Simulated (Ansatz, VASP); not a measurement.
## Two plane-wave programs on Ge2Te8Pb5

```
CELL_PARAMETERS angstrom
4.47789 4.47789 0.00000
4.47789 -4.47789 0.00000
0.00000 0.00000 -12.64463
ATOMIC_POSITIONS crystal
Ge 0.00000 0.00000 0.01019
Ge 0.50000 0.50000 0.01019
Te 0.50000 0.50000 0.74657
Te 0.00000 0.00000 0.74657
Te 0.50000 0.00000 0.02975
Te 0.00000 0.50000 0.98848
Te 0.00000 0.00000 0.22224
Te 0.50000 0.50000 0.22224
Te 0.50000 0.00000 0.53249
Te 0.00000 0.50000 0.48402
Pb 0.00000 0.50000 0.23448
Pb 0.00000 0.00000 0.50044
Pb 0.50000 0.50000 0.50044
Pb 0.50000 0.00000 0.78054
Pb 0.00000 0.50000 0.74419
```

Change from the starting cell: Pb vacancy, atoms relaxed.

Alike in both runs: functional PBEsol; k mesh 4 × 4 × 2; occupations gaussian, width 0.05 eV; no spin polarisation.

Ansatz relaxed the structure, and its values are those at the end. VASP's run is a single point on that final structure, the one shown.

|  | VASP | Ansatz |
| --- | --- | --- |
| version | VASP 6.6.1 | Ansatz 0.2.0 |
| potentials or method | VASP PAW PBE potentials, release 64 (Ge_d, Te, Pb_d), cutoff 520 eV | scalar-relativistic, plane waves, PAW |
| valence electrons in the cell | 146 | 226 |

|  | VASP | Ansatz | Ansatz less VASP |
| --- | --- | --- | --- |
| gap on the k mesh at the Fermi level (eV) | none | none | - |
| pressure (GPa) | -1.3 | -1.3 | +0.02 |
| rms of the force components (eV/Å) | 0.007 | 0.006 | -0.0008 |

VASP's potentials were made for PBE, not for PBEsol. A gap of «none» marks a metal or a gap that the smearing closes. VASP's potentials hold 146 valence electrons a cell and Ansatz's 226, so a difference there can come from the potentials and not from the codes. Ansatz's warnings: stress scf threshold loose.

Neither program's run includes spin-orbit coupling.
